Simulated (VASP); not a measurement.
# Ti (P6/mmm) in VASP: notebook

Runs on Ti. Level: PBEsol. Tasks: single point.

Everything below comes from runs of VASP 6.6.1. Logs are shortened: lines on timing, memory, paths and dates and some standing lists are left out, and cuts for length are marked.

## (1) The cell of the first run

Symmetry: P6/mmm, No. 191, hexagonal system. The conventional cell has a = 4.506 Å, b = 4.506 Å, c = 2.762 Å, α = 90.00°, β = 90.00°, γ = 120.00°. Ti (site symmetry 6/mmm) has 14 Ti at 2.76 to 2.95 Å within 3.6 Å. Ti (site symmetry -6m2) has 11 Ti at 2.60 to 2.95 Å within 3.4 Å.

## (2) Single point, PBEsol

File INCAR:

```
  ALGO = Normal
  EDIFF = 1E-6
  ENCUT = 520
  GGA = PS
  ISIF = 2
  ISMEAR = 1
  LASPH = T
  LCHARG = F
  LREAL = F
  LWAVE = F
  NBANDS = 25
  NELM = 100
  PREC = Accurate
  SIGMA = 0.1
```

File KPOINTS:

```
k-points
0
Gamma
  7 7 10
```

File POSCAR:

```
Ti
1.0
    4.5060961001      0.0000000000      0.0000000000
   -2.2530480500      3.9023938343      0.0000000000
    0.0000000000      0.0000000000      2.7624328266
Ti
3
Direct
    0.0000000000      0.0000000000      0.0000000000
    0.3333333333      0.6666666667      0.5000000000
    0.6666666667      0.3333333333      0.5000000000
```

Potentials or basis: VASP PAW PBE potentials, release 64 (Ti_sv).

Command:

```
> cat potpaw_PBE.64/Ti_sv/POTCAR > POTCAR
> mpirun -np 1 vasp_std > vasp.out
```

OUTCAR:

```text
EDIFF = 1E-6
   ENCUT = 520
   GGA = PS
   ISIF = 2
   ISMEAR = 1
   LASPH = T
   LREAL = F
   NELM = 100
   PREC = Accurate

 ion  position               nearest neighbor table
   1  0.000  0.000  0.000-
   2  0.333  0.667  0.500-   3 2.60   3 2.60   3 2.60
   3  0.667  0.333  0.500-   2 2.60   2 2.60   2 2.60

  LATTYP: Found a hexagonal cell.
 ALAT       =     4.5060961001
 C/A-ratio  =     0.6130434783

  Lattice vectors:

 A1 = (   4.5060961001,   0.0000000000,   0.0000000000)
 A2 = (  -2.2530480500,   3.9023938343,   0.0000000000)
 A3 = (   0.0000000000,   0.0000000000,   2.7624328266)

Analysis of symmetry for initial positions (statically):
=====================================================================
 Subroutine PRICEL returns:
 Original cell was already a primitive cell.

 Routine SETGRP: Setting up the symmetry group for a
 hexagonal supercell.

 Subroutine GETGRP returns: Found 24 space group operations
 (whereof 24 operations were pure point group operations)
 out of a pool of 24 trial point group operations.

The static configuration has the point symmetry D_6h.

Analysis of symmetry for dynamics (positions and initial velocities):
=====================================================================
 Subroutine PRICEL returns:
 Original cell was already a primitive cell.

 Routine SETGRP: Setting up the symmetry group for a
 hexagonal supercell.

 Subroutine GETGRP returns: Found 24 space group operations
 (whereof 24 operations were pure point group operations)
 out of a pool of 24 trial point group operations.

The dynamic configuration has the point symmetry D_6h.

 Subroutine INISYM returns: Found 24 space group operations
 (whereof 24 operations are pure point group operations),
 and found     1 'primitive' translations

----------------------------------------------------------------------------------------

                                     Primitive cell

  volume of cell :      48.5762

  direct lattice vectors                    reciprocal lattice vectors
     4.506096100  0.000000000  0.000000000     0.221921588  0.128126484  0.000000000
    -2.253048050  3.902393834  0.000000000     0.000000000  0.256252967  0.000000000
     0.000000000  0.000000000  2.762432827     0.000000000  0.000000000  0.361999753

  length of vectors
     4.506096100  4.506096221  2.762432827     0.256252974  0.256252967  0.361999753

  position of ions in fractional coordinates (direct lattice)
     0.000000000  0.000000000  0.000000000
     0.333333333  0.666666667  0.500000000
     0.666666667  0.333333333  0.500000000

  ion indices of the primitive-cell ions
   primitive index   ion index
                 1           1
                 2           2
                 3           3

----------------------------------------------------------------------------------------

 KPOINTS: k-points

Automatic generation of k-mesh.
 Grid dimensions read from file:
 generate k-points for:    7    7   10

 Generating k-lattice:

  Cartesian coordinates                     Fractional coordinates (reciprocal lattice)
     0.031703084  0.018303783  0.000000000     0.142857143  0.000000000  0.000000000
     0.000000000  0.036607567  0.000000000     0.000000000  0.142857143  0.000000000
     0.000000000  0.000000000  0.036199975     0.000000000  0.000000000  0.100000000

  Length of vectors
     0.036607568  0.036607567  0.036199975

  Shift w.r.t. Gamma in fractional coordinates (k-lattice)
     0.000000000  0.000000000  0.000000000

 Subroutine IBZKPT returns following result:
 ===========================================

 Found     48 irreducible k-points:

 Following reciprocal coordinates:
            Coordinates               Weight
  0.000000  0.000000  0.000000      1.000000
  0.142857 -0.000000  0.000000      6.000000
  0.285714 -0.000000  0.000000      6.000000
  0.428571 -0.000000  0.000000      6.000000
  0.142857  0.142857  0.000000      6.000000
  0.285714  0.142857  0.000000     12.000000
[... 16 lines left out ...]
  0.428571  0.142857  0.200000     12.000000
  0.285714  0.285714  0.200000     12.000000
 [... further k-points ...]
   k-points           NKPTS =     48   k-points in BZ     NKDIM =     48   number of bands    NBANDS=     25
   number of dos      NEDOS =    301   number of ions     NIONS =      3
   total plane-waves  NPLWV =  31104
   dimension x,y,z NGX =    36 NGY =   36 NGZ =   24
   dimension x,y,z NGXF=    72 NGYF=   72 NGZF=   48
   ions per type =               3
   NGX,Y,Z   is equivalent  to a cutoff of  13.28, 13.28, 14.44 a.u.
   NGXF,Y,Z  is equivalent  to a cutoff of  26.56, 26.56, 28.89 a.u.
 SYSTEM =  unknown system
   PREC   = accura    normal or accurate (medium, high low for compatibility)
   ISTART =      0    job   : 0-new  1-cont  2-samecut
   ICHARG =      2    charge: 1-file 2-atom 10-const
   ISPIN  =      1    spin polarized calculation?
   LNONCOLLINEAR =      F non collinear calculations
[... 29 lines left out ...]
   GGA     = PS    functional components
   LHFCALC =     F    Hartree Fock is set to
   AEXX    =    0.0000 exact exchange contribution
   IVDW    =     0    specifies the selected vdW correction
   LEPSILON=     F    determine dielectric tensor
   LRPA    =     F    only Hartree local field effects (RPA)
 non-spin polarized calculation
 Methfessel and Paxton  Order N= 1 SIGMA  =   0.10
  energy-cutoff  :      520.00
  volume of cell :       48.58
 maximum number of plane-waves:      1342
 NGX is ok and might be reduce to    36
   NGX = 17   NGY = 17   NGZ = 11

 number of electron      36.0000015 magnetization

 Free energy of the ion-electron system (eV)
  ---------------------------------------------------
  ext. energy  EPLUGINS =         0.00000000
  ---------------------------------------------------
  free energy    TOTEN  =       -25.05357941 eV

  energy without entropy =      -25.05407086  energy(sigma->0) =      -25.05374323

 E-fermi :   8.8587     XC(G=0): -11.9753

 val. band max:        8.8515302930   @ k =   0.4286   0.1429   0.3000
 cond. band min:       8.8689952627   @ k =   0.4286   0.1429   0.2000
 fundamental gap:      0.0174649697
 Fermi energy:         8.8587296626

 k-point     1 :       0.0000    0.0000    0.0000
  band No.  band energies     occupation
      1     -47.7046      2.00000
      2     -47.4371      2.00000
      3     -47.2450      2.00000
      4     -24.1427      2.00000
      5     -24.1427      2.00000
      6     -24.0540      2.00000
[... 17 lines left out ...]
     24      10.8291     -0.00000
     25      10.9236      0.00000

 k-point     2 :       0.1429   -0.0000    0.0000
  band No.  band energies     occupation
      1     -47.7004      2.00000
      2     -47.4322      2.00000
      3     -47.2546      2.00000
      4     -24.2183      2.00000
      5     -24.1952      2.00000
      6     -23.9758      2.00000
[... 17 lines left out ...]
     24      10.5496     -0.00000
     25      11.3292      0.00000

 k-point     3 :       0.2857   -0.0000    0.0000
  band No.  band energies     occupation
      1     -47.6911      2.00000
      2     -47.4166      2.00000
      3     -47.2803      2.00000
      4     -24.3026      2.00000
      5     -24.1960      2.00000
      6     -23.8851      2.00000
[... 17 lines left out ...]
     24      10.8513     -0.00000
     25      11.8154      0.00000

 k-point     4 :       0.4286   -0.0000    0.0000
  band No.  band energies     occupation
      1     -47.6841      2.00000
      2     -47.3948      2.00000
      3     -47.3099      2.00000
      4     -24.3500      2.00000
      5     -24.1279      2.00000
      6     -23.8874      2.00000
[... 17 lines left out ...]
     24      11.2946      0.00000
     25      11.4764      0.00000
[... 477 lines left out ...]
 k-point    22 :       0.2857    0.1429    0.2000
  band No.  band energies     occupation
      1     -47.6592      2.00000
      2     -47.3757      2.00000
      3     -47.2776      2.00000
      4     -24.2396      2.00000
      5     -24.1610      2.00000
      6     -23.9783      2.00000
[... 17 lines left out ...]
     24      11.1375      0.00000
     25      11.4695      0.00000

 k-point    23 :       0.4286    0.1429    0.2000
  band No.  band energies     occupation
      1     -47.6571      2.00000
      2     -47.3569      2.00000
      3     -47.2989      2.00000
      4     -24.2550      2.00000
      5     -24.1128      2.00000
      6     -24.0375      2.00000
[... 17 lines left out ...]
     24      11.3098      0.00000
     25      11.6634      0.00000

 k-point    24 :       0.2857    0.2857    0.2000
  band No.  band energies     occupation
      1     -47.6567      2.00000
      2     -47.3477      2.00000
      3     -47.3086      2.00000
      4     -24.1939      2.00000
      5     -24.1577      2.00000
      6     -24.0792      2.00000
[... 17 lines left out ...]
     24      11.5326      0.00000
     25      11.5980      0.00000

 [... further k-points ...]

------------------------ aborting loop because EDIFF is reached ----------------------------------------

  FORCE on cell =-STRESS in cart. coord.  units (eV):
  Direction    XX          YY          ZZ          XY          YZ          ZX
  --------------------------------------------------------------------------------------
  -------------------------------------------------------------------------------------
  Total        0.3240613      0.3240614      1.0746527      0.0000000      0.0000000     -0.0000000
  in kB       10.6884454     10.6884461     35.4450375      0.0000000      0.0000000     -0.0000000
  external PRESSURE =      18.9406430 kB  Pullay stress =       0.0000000 kB

 VOLUME and BASIS-vectors are now :
 -----------------------------------------------------------------------------
  energy-cutoff  :      520.00
  volume of cell :       48.58
      direct lattice vectors                 reciprocal lattice vectors
     4.506096100  0.000000000  0.000000000     0.221921588  0.128126484  0.000000000
    -2.253048050  3.902393834  0.000000000     0.000000000  0.256252967  0.000000000
     0.000000000  0.000000000  2.762432827     0.000000000  0.000000000  0.361999753

 POSITION                                       TOTAL-FORCE (eV/Angst)
 -----------------------------------------------------------------------------------
      0.00000      0.00000      0.00000         0.000000      0.000000     -0.000000
     -0.00000      2.60160      1.38122         0.000000      0.000000      0.000000
      2.25305      1.30080      1.38122        -0.000000      0.000000     -0.000000
 -----------------------------------------------------------------------------------
    total drift:                                0.000000      0.000000     -0.000000

  FREE ENERGIE OF THE ION-ELECTRON SYSTEM (eV)
  ---------------------------------------------------
  free  energy   TOTEN  =       -25.0535794125 eV

  energy  without entropy=      -25.0540708595  energy(sigma->0) =      -25.05374323
```

It used 200 s of CPU time on 1 thread of AMD EPYC 7R13 Processor (Zen 3) (shared host).

Results:

| Property | Result |
| --- | --- |
| Free energy | -25.0536 eV |
| Pressure | 1.9 GPa |
| Band gap on the k mesh | zero (band 18 reaches 9.01 eV, above the bottom of band 19 at 8.75 eV) |

Stress tensor (GPa, compression positive):
```
1.07 0.00 0.00
0.00 1.07 0.00
0.00 0.00 3.54
```

Levels at points of the mesh, in eV from the Fermi level:
```
           k point  band 15  band 16  band 17  band 18  band 19  band 20  band 21  band 22
(0.00, 0.00, 0.00)    -0.75    -0.75    -0.65    -0.65    -0.08     0.64     1.33     1.33
(0.00, 0.00, 0.50)    -2.18    -1.76    -1.76    -1.67     1.06     1.06     1.34     1.34
```

Caveat: the PAW data sets were made with another functional, which shifts forces and pressure a little.

## (3) Single point, PBEsol

This run uses another cell than the first one, of 16.71 Å³/atom, 1.032 times its volume.

File INCAR:

```
SYSTEM = Ti
ALGO = Normal ; EDIFF = 1E-6
ENCUT = 520 ; GGA = PS
ISIF = 2 ; ISMEAR = 1
LASPH = .True. ; LCHARG = .False.
LREAL = .False. ; LWAVE = .False.
NBANDS = 25 ; NELM = 100
PREC = Accurate ; SIGMA = 0.1
```

File KPOINTS:

```
k-points
0
Gamma
  7 7 10
  0 0 0
```

File POSCAR:

```
Ti
1.0
    4.5535321765      0.0000000000      0.0000000000
   -2.2767660883      3.9434746830      0.0000000000
    0.0000000000      0.0000000000      2.7915132039
Ti
3
Direct
    0.0000000000      0.0000000000      0.0000000000
    0.3333333333      0.6666666667      0.5000000000
    0.6666666667      0.3333333333      0.5000000000
```

Potentials or basis: VASP PAW PBE potentials, release 64 (Ti_sv).

Command:

```
> cat potpaw_PBE.64/Ti_sv/POTCAR > POTCAR
> mpirun -np 1 vasp_std > vasp.out
```

It used 110 s of CPU time on 1 thread of AMD EPYC 7R13 Processor (Zen 3), with other jobs on the host.

Results (log left out):

```
Free energy            : -25.0537 eV
Pressure               : -1.9 GPa
Band gap on the k mesh : zero (band 18 reaches 8.66 eV, above the bottom of band 19 at 8.43 eV)
```

Stress tensor (GPa, compression positive):
```
-2.55  0.00  0.00
 0.00 -2.55  0.00
 0.00  0.00 -0.48
```

Levels at points of the mesh, in eV from the Fermi level:
| k point | band 16 | band 17 | band 18 | band 19 | band 20 | band 21 |
| --- | --- | --- | --- | --- | --- | --- |
| (0.00, 0.00, 0.00) | -0.74 | -0.63 | -0.63 | -0.08 | 0.63 | 1.30 |
| (0.00, 0.00, 0.50) | -1.68 | -1.67 | -1.67 | 1.04 | 1.04 | 1.29 |

Caveat: the PAW data sets were made with another functional, which shifts forces and pressure a little.

## (4) Single point, PBEsol

This run uses another cell than the first one, of 17.23 Å³/atom, 1.064 times its volume.

File INCAR:

```
ALGO = Normal
EDIFF = 1E-6
ENCUT = 520
GGA = PS
ISIF = 2
ISMEAR = 1
LASPH = T
LCHARG = T
LELF = T
LREAL = F
LVHAR = T
LWAVE = F
NBANDS = 25
NELM = 80
PREC = Accurate
SIGMA = 0.1
```

File KPOINTS:

```
k-points
0
Gamma
  7 7 10
```

File POSCAR:

```
Ti
1.0
    4.6000000000      0.0000000000      0.0000000000
   -2.3000000000      3.9837170000      0.0000000000
    0.0000000000      0.0000000000      2.8200000000
Ti
3
Direct
    0.0000000000      0.0000000000      0.0000000000
    0.3333333333      0.6666666667      0.5000000000
    0.6666666667      0.3333333333      0.5000000000
```

Command:

```
> cat potpaw_PBE.64/Ti_sv/POTCAR > POTCAR
> mpirun -np 1 vasp_std > vasp.out
```

It used 120 s of CPU time on 1 thread of AMD EPYC 7R13 Processor (Zen 3), on a shared host.

It converged, with:

- Free energy: -25.0200 eV
- Pressure: -5.1 GPa
- Band gap on the k mesh: zero (band 18 reaches 8.33 eV, above the bottom of band 19 at 8.10 eV)

Stress tensor (GPa, compression positive):
```
-5.69  0.00  0.00
 0.00 -5.69  0.00
 0.00  0.00 -3.96
```

Levels at points of the mesh, in eV from the Fermi level:
| k point | band 15 | band 16 | band 17 | band 18 | band 19 | band 20 | band 21 | band 22 |
| --- | --- | --- | --- | --- | --- | --- | --- | --- |
| (0.00, 0.00, 0.00) | -0.72 | -0.72 | -0.62 | -0.62 | -0.08 | 0.62 | 1.27 | 1.27 |
| (0.00, 0.00, 0.50) | -2.06 | -1.68 | -1.60 | -1.60 | 1.02 | 1.02 | 1.24 | 1.24 |

Caveat: the PAW data sets were made with another functional, which shifts forces and pressure a little.

## (5) Single point, PBEsol

This run uses another cell than the first one, of 17.74 Å³/atom, 1.096 times its volume.

File INCAR:

```
  PREC = Accurate
  ENCUT = 520
  EDIFF = 1E-6
  ISMEAR = 1
  SIGMA = 0.1
  LREAL = False
  LASPH = True
  NELM = 80
  ALGO = Normal
  ISIF = 2
  LWAVE = False
  LCHARG = False
  GGA = PS
  NBANDS = 25
```

File KPOINTS:

```
Automatic mesh
0
Gamma
  7 7 10
```

File POSCAR:

```
Ti
1.0
    4.6455475166      0.0000000000      0.0000000000
   -2.3227737583      4.0231623079      0.0000000000
    0.0000000000      0.0000000000      2.8479226080
Ti
3
Direct
    0.0000000000      0.0000000000      0.0000000000
    0.3333333333      0.6666666667      0.5000000000
    0.6666666667      0.3333333333      0.5000000000
```

Command:

```
> cat potpaw_PBE.64/Ti_sv/POTCAR > POTCAR
> mpirun -np 1 vasp_std > vasp.out
```

It used 120 s of CPU time on 1 thread of AMD EPYC 7R13 Processor (Zen 3), with other jobs on the host.

It converged, with:

* Free energy: -24.9571 eV
* Pressure: -7.9 GPa
* Band gap on the k mesh: zero (band 18 reaches 8.02 eV, above the bottom of band 19 at 7.78 eV)

Stress tensor (GPa, compression positive):
```
-8.40  0.00  0.00
 0.00 -8.40  0.00
 0.00  0.00 -6.96
```

Levels at points of the mesh, in eV from the Fermi level:
| k point | band 16 | band 17 | band 18 | band 19 | band 20 | band 21 |
| --- | --- | --- | --- | --- | --- | --- |
| (0.00, 0.00, 0.00) | -0.71 | -0.61 | -0.61 | -0.08 | 0.60 | 1.23 |
| (0.00, 0.00, 0.50) | -1.68 | -1.53 | -1.53 | 1.00 | 1.00 | 1.20 |

Caveat: the PAW data sets were made with another functional, which shifts forces and pressure a little.

## (6) Single point, PBEsol

This run uses another cell than the first one, of 18.26 Å³/atom, 1.128 times its volume.

File INCAR:

```
SYSTEM = Ti
PREC = Accurate ; ENCUT = 520
EDIFF = 1E-6 ; ISMEAR = 1
SIGMA = 0.1 ; LREAL = .FALSE.
LASPH = .TRUE. ; NELM = 100
ALGO = Normal ; ISIF = 2
LWAVE = .FALSE. ; LCHARG = .TRUE.
GGA = PS ; LELF = .TRUE.
LVHAR = .TRUE. ; NBANDS = 25
```

File KPOINTS:

```
regular mesh
0
G
  7 7 10
  0 0 0
```

File POSCAR:

```
Ti
1.0
    4.6902189831      0.0000000000      0.0000000000
   -2.3451094916      4.0618489341      0.0000000000
    0.0000000000      0.0000000000      2.8753081592
Ti
3
Direct
    0.0000000000      0.0000000000      0.0000000000
    0.3333333333      0.6666666667      0.5000000000
    0.6666666667      0.3333333333      0.5000000000
```

Potentials or basis: VASP PAW PBE potentials, release 64 (Ti_sv).

Command:

```
> cat potpaw_PBE.64/Ti_sv/POTCAR > POTCAR
> mpirun -np 1 vasp_std > vasp.out
```

It used 110 s of CPU time on 1 thread of AMD EPYC 7R13 Processor (Zen 3) (shared host).

The run converged. Its results:

```
Free energy            : -24.8687 eV
Pressure               : -10.4 GPa
Band gap on the k mesh : zero (band 18 reaches 7.72 eV, above the bottom of band 19 at 7.49 eV)
```

Stress tensor (GPa, compression positive):
```
-10.77   0.00   0.00
  0.00 -10.77   0.00
  0.00   0.00  -9.56
```

Levels at points of the mesh, in eV from the Fermi level:
```csv
k point,band 16,band 17,band 18,band 19,band 20,band 21
"(0.00, 0.00, 0.00)",-0.70,-0.59,-0.59,-0.09,0.59,1.20
"(0.00, 0.00, 0.50)",-1.68,-1.46,-1.46,0.98,0.98,1.16
```

Caveat: the PAW data sets were made with another functional, which shifts forces and pressure a little.

## (7) Overview

| cell | gap on the mesh (eV) | pressure (GPa) |
| --- | --- | --- |
| a = 4.506, b = 4.506, c = 2.762 Å, angles 90.0, 90.0, 120.0°, 3 atoms | none | 1.9 |
| a = 4.554, b = 4.554, c = 2.792 Å, angles 90.0, 90.0, 120.0°, 3 atoms | none | -1.9 |
| a = 4.600, b = 4.600, c = 2.820 Å, angles 90.0, 90.0, 120.0°, 3 atoms | none | -5.1 |
| a = 4.646, b = 4.646, c = 2.848 Å, angles 90.0, 90.0, 120.0°, 3 atoms | none | -7.9 |
| a = 4.690, b = 4.690, c = 2.875 Å, angles 90.0, 90.0, 120.0°, 3 atoms | none | -10.4 |

Alike in all rows: task single point; level PBEsol; potentials or basis VASP PAW PBE potentials, release 64 (Ti_sv); no spin polarisation; k mesh 7 × 7 × 10; cutoff (eV) 520; smearing methfessel-paxton 0.1 eV.

Caveats: the PAW data sets were made with another functional, which shifts forces and pressure a little.

Absolute energies hang on the potentials; compare differences alone.
